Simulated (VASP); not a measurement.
Wanted: the native input for a VASP 6.6.1 run.

```yaml
Task: relaxation of cell and atoms
Functional: revPBE
Dispersion: D4
Potentials_or_basis: VASP PAW PBE potentials, release 64 (W_sv)
Cutoff: 600 eV
k_mesh: 11 × 11 × 11
Occupations: fermi-dirac, width 0.05 eV
Spin: no spin polarisation
Dipole_correction: no
Further_INCAR_settings: ALGO = Fast; EDIFF = 1e-07; IBRION = 2; EDIFFG = -0.01; NSW = 60; ISIF = 3
```

The structure of W lies in POSCAR:

```
W
1.0
    0.0000000000      2.0300000000      2.0300000000
    2.0300000000      0.0000000000      2.0300000000
    2.0300000000      2.0300000000      0.0000000000
W
1
Direct
    0.0000000000      0.0000000000      0.0000000000
```

These files were run (other wordings do the same):

INCAR

```
  PREC = Accurate
  ENCUT = 600
  EDIFF = 1E-7
  ISMEAR = -1
  SIGMA = 0.05
  LREAL = False
  LASPH = True
  NELM = 100
  ALGO = Fast
  ISIF = 3
  LWAVE = False
  LCHARG = False
  GGA = RE
  IVDW = 13
  IBRION = 2
  NSW = 60
  EDIFFG = -0.01
```

KPOINTS

```
Automatic mesh
0
Gamma
  11 11 11
```

Potentials or basis: VASP PAW PBE potentials, release 64 (W_sv).

The run is started by

```sh
$ cat potpaw_PBE.64/W_sv/POTCAR > POTCAR
$ mpirun -np 1 vasp_std > vasp.out
```

Results of the run:

```json
{"Relaxed volume": "16.11 Å³/atom", "Relaxed cell": "a = 2.835 Å, b = 2.835 Å, c = 2.835 Å, α = 60.00°, β = 60.00°, γ = 60.00°", "Space group after relaxing (to 0.05 Å)": "Fm-3m (No. 225)", "Energy gained by relaxing": "22.0 meV/atom", "Ionic steps": "4", "Pressure after relaxing": "-0.1 GPa", "Band gap on the k mesh": "zero (band 7 reaches 13.55 eV, above the bottom of band 8 at 10.23 eV)", "Dispersion energy per atom": "-0.998 eV"}
```

Caveat: the PAW data sets were made with another functional, which shifts forces and pressure a little; spin-orbit coupling is left out, which moves the levels of the heavy elements; pairwise dispersion overbinds metals, which lowers pressure and volume.

It took 17 s on 1 thread of Intel(R) Xeon(R) 6975P-C (Granite Rapids), on a shared host, peak memory 0.16 GiB.
